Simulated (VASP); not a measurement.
Set up this calculation in VASP 6.6.1, as the native input.

```yaml
Task: G0W0 quasiparticle levels
Functional: r2SCAN
Potentials_or_basis: VASP PAW PBE potentials, release 64 (Si_GW)
Cutoff: 500 eV
k_mesh: 6 × 6 × 6
Occupations: gaussian, width 0.01 eV
Spin: no spin polarisation
Dipole_correction: no
GW_scheme: G0W0
GW_iterations: 1
Cutoff_of_the_response_function: 200
Frequency_points: 48
Empty_bands: 298
Further_INCAR_settings: ALGO = EVGW0; EDIFF = 1e-08; NBANDS = 302
```

Si:

```
Si
1.0
     0.00000    2.72212    2.72212
     2.72212    0.00000    2.72212
     2.72212    2.72212    0.00000
Si
2
Direct
  0.25000 0.25000 0.25000
  0.00000 0.00000 0.00000
```

One way to write it, as run:

POSCAR

```
Si
1.0
    0.0000000000      2.7221197381      2.7221197381
    2.7221197381      0.0000000000      2.7221197381
    2.7221197381      2.7221197381      0.0000000000
Si
2
Direct
    0.2500000000      0.2500000000      0.2500000000
    0.0000000000      0.0000000000      0.0000000000
```

INCAR.step1

```
  PREC = Accurate
  ENCUT = 500
  EDIFF = 1E-8
  ISMEAR = 0
  SIGMA = 0.01
  LREAL = F
  LASPH = T
  NELM = 80
  ALGO = Normal
  LWAVE = T
  LCHARG = F
  METAGGA = R2SCAN
  LMIXTAU = T
```

INCAR.step2

```
  PREC = Accurate
  ENCUT = 500
  EDIFF = 1E-8
  ISMEAR = 0
  SIGMA = 0.01
  LREAL = F
  LASPH = T
  NELM = 1
  ALGO = Exact
  LWAVE = T
  LCHARG = F
  METAGGA = R2SCAN
  LMIXTAU = T
  NBANDS = 302
  LOPTICS = T
  ISTART = 1
```

INCAR.step3

```
  PREC = Accurate
  ENCUT = 500
  EDIFF = 1E-8
  ISMEAR = 0
  SIGMA = 0.01
  LREAL = F
  LASPH = T
  ALGO = EVGW0
  LWAVE = F
  LCHARG = F
  METAGGA = R2SCAN
  LMIXTAU = T
  NELMGW = 1
  NBANDS = 302
  ENCUTGW = 200
  NOMEGA = 48
  PRECFOCK = Fast
  ISTART = 1
  NBANDSGW = 12
```

KPOINTS

```
Automatic mesh
0
Gamma
  6 6 6
```

Potentials or basis: VASP PAW PBE potentials, release 64 (Si_GW).

The run is started by

```console
$ cat potpaw_PBE.64/Si_GW/POTCAR > POTCAR
$ cp INCAR.step1 INCAR
$ mpirun -np 1 vasp_std > vasp.out
$ cp INCAR.step2 INCAR
$ mpirun -np 1 vasp_std > vasp.out
$ cp INCAR.step3 INCAR
$ mpirun -np 1 vasp_std > vasp.out
```

It gave:

```
Quasiparticle gap                                   : 1.40 eV
Least direct quasiparticle gap                      : 3.36 eV
Band gap of the starting levels on the mesh         : 0.93 eV
Least direct gap of the starting levels on the mesh : 2.74 eV
```

Caveat: bands, screening cutoff and mesh are small and nothing is extrapolated, so the quasiparticle values aren't converged.

Run time: 22 min on 1 thread of Intel(R) Xeon(R) Platinum 8488C (Sapphire Rapids), with other jobs on the host, peak memory 1.5 GiB.
